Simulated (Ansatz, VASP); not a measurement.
**GaP in VASP and in Ansatz**

```
Ga P
1.0
     0.00000    2.72530    2.72530
     2.72530    0.00000    2.72530
     2.72530    2.72530    0.00000
Ga P
1 1
Direct
  0.00000 0.00000 0.00000
  0.25000 0.25000 0.25000
```

Alike in both runs: task single point; functional r2SCAN; k mesh 4 × 4 × 4; occupations gaussian, width 0.01 eV; no spin polarisation.

|  | VASP | Ansatz |
| --- | --- | --- |
| version | VASP 6.6.1 | Ansatz 0.2.0 |
| potentials or method | VASP PAW PBE potentials, release 64 (Ga_d, P) | scalar-relativistic, plane waves, PAW |
| plane-wave cutoff (eV) | 520 | 500 |
| valence electrons in the cell | 18 | 18 |

|  | VASP | Ansatz | Ansatz less VASP |
| --- | --- | --- | --- |
| gap on the k mesh at the Fermi level (eV) | 1.88 | 1.88 | -0.004 |
| least direct gap on the mesh (eV) | 2.34 | 2.36 | +0.022 |

VASP's potentials were made for PBE, not for r2SCAN. With one functional, cell and mesh, what is left measures potentials, basis and numerics.

The k mesh is coarse, so the values compare programs but aren't converged.
